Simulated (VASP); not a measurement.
A run of VASP 6.6.1 is set up as follows.

POSCAR

```
ReS
1.0
    3.1458511960      0.0000000000      0.0000000000
    0.0000000000      3.1458511960      0.0000000000
    0.0000000000      0.0000000000      3.1458511960
Re S
1 1
Direct
    0.0000000000      0.0000000000      0.0000000000
    0.5000000000      0.5000000000      0.5000000000
```

INCAR.step1

```
SYSTEM = ReS
PREC = Accurate ; ENCUT = 520
ISMEAR = 0 ; SIGMA = 0.1
LREAL = .FALSE. ; LASPH = .TRUE.
NELM = 60 ; NBANDS = 14
GGA = PE ; ALGO = Normal
EDIFF = 1E-4 ; LWAVE = .TRUE.
LCHARG = .FALSE.
```

File INCAR.step2:

```
SYSTEM = ReS
PREC = Accurate ; ENCUT = 520
EDIFF = 1E-6 ; ISMEAR = 0
SIGMA = 0.1 ; LREAL = .FALSE.
LASPH = .TRUE. ; NELM = 60
ALGO = Normal ; ISIF = 2
LWAVE = .FALSE. ; LCHARG = .FALSE.
METAGGA = R2SCAN ; LMIXTAU = .TRUE.
NBANDS = 14 ; ISTART = 1
```

Contents of KPOINTS:

```
regular mesh
0
G
  14 14 14
  0 0 0
```

Potentials or basis: VASP PAW PBE potentials, release 64 (Re, S).

The run is started by

```console
$ cat potpaw_PBE.64/Re/POTCAR potpaw_PBE.64/S/POTCAR > POTCAR
$ cp INCAR.step1 INCAR
$ mpirun -np 1 vasp_std > vasp.out
$ cp INCAR.step2 INCAR
$ mpirun -np 1 vasp_std > vasp.out
```

**Question.** Predict the pressure.

**Answer.** -31.3 GPa.

Caveat: the PAW data sets were made with another functional, which shifts forces and pressure a little.
